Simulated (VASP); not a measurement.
A run of VASP 6.6.1 is set up as follows.

INCAR

```
ALGO = Normal ; EDIFF = 1E-6
ENCUT = 520 ; GGA = PE
ISIF = 2 ; ISMEAR = 0
LASPH = T ; LCHARG = T
LELF = T ; LREAL = F
LVHAR = T ; LWAVE = F
NBANDS = 28 ; NELM = 100
PREC = Accurate ; SIGMA = 0.01
```

Contents of KPOINTS:

```
k-points
0
Gamma
  6 6 6
```

POSCAR

```
BaZrO3
1.0
    4.1599704323      0.0000000000      0.0000000000
    0.0000000000      4.1599704323      0.0000000000
    0.0000000000      0.0000000000      4.1599704323
Ba Zr O
1 1 3
Direct
    0.0000000000      0.0000000000      0.0000000000
    0.5000000000      0.5000000000      0.5000000000
    0.0000000000      0.5000000000      0.5000000000
    0.5000000000      0.0000000000      0.5000000000
    0.5000000000      0.5000000000      0.0000000000
```

Potentials or basis: VASP PAW PBE potentials, release 64 (Ba_sv, Zr_sv, O).

Launch:

```sh
$ cat potpaw_PBE.64/Ba_sv/POTCAR potpaw_PBE.64/Zr_sv/POTCAR potpaw_PBE.64/O/POTCAR > POTCAR
$ mpirun -np 1 vasp_std > vasp.out
```

(1) What does it give for the pressure?

(2) Estimate the band gap on the k mesh.

Results:

(1) 9.2 GPa.

(2) 3.24 eV, indirect (least direct gap 3.43 eV).

Caveat: spin-orbit coupling is left out, which moves the levels of the heavy elements.
